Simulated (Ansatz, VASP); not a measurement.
**Ti in VASP and in Ansatz**

File INCAR:

```
SYSTEM = Ti
ALGO = Normal
EDIFF = 1E-8
ENCUT = 400
GGA = PE
GGA_COMPAT = .FALSE.
ISIF = 2
ISMEAR = -1
LASPH = .TRUE.
LCHARG = .FALSE.
LEFG = .TRUE.
LREAL = .FALSE.
LWAVE = .FALSE.
NBANDS = 12
NELM = 120
PREC = Accurate
SIGMA = 0.05
```

The input KPOINTS:

```
k-points
0
G
  15 15 15
  0 0 0
```

Contents of POSCAR:

```
Ti
1.0
    0.0000000000      2.0300000000      2.0706000000
    2.0300000000      0.0000000000      2.0706000000
    2.0300000000      2.0300000000      0.0000000000
Ti
1
Direct
    0.0000000000      0.0000000000      0.0000000000
```

Input for Ansatz:

```yaml
crystal:
  lattice:
    - [0.0, 2.03, 2.0706]
    - [2.03, 0.0, 2.0706]
    - [2.03, 2.03, 0.0]
  atoms:
    - { symbol: Ti, position: [0.0, 0.0, 0.0] }
kpoints:
  mp_grid: { grid: [15, 15, 15] }
scf:
  occupations: { method: fermi_dirac, width: 0.05 }
hamiltonian:
  xc: pbe
  pseudopotentials: { kind: all_electron, datasets: crystal }
output:
  forces: true
  stress: true
  eigenvalues: true
  efg: { contact_densities: true }
```

Change from the starting cell: zz strain of +2 %, crystal datasets.

Alike in both runs: task electric field gradients; functional PBE; k mesh 15 × 15 × 15; occupations fermi-dirac, width 0.05 eV; no spin polarisation.

```csv
,VASP,Ansatz
version,VASP 6.6.1,Ansatz 0.2.0
potentials or method,"VASP PAW PBE potentials, release 64 (Ti_sv), cutoff 400 eV","all-electron PAW with datasets made for the crystal, scalar-relativistic"
```

```tsv
	VASP	Ansatz	Ansatz less VASP
pressure (GPa)	1.1	2.1	+1.05
traceless stress, the component that is largest in VASP (GPa)	-0.47	-0.46	+0.012
size of Vzz on the site where it differs most (V/Å²)	2.0	2.1	+0.07
```

Ansatz ran all-electron here, and VASP with PAW potentials.
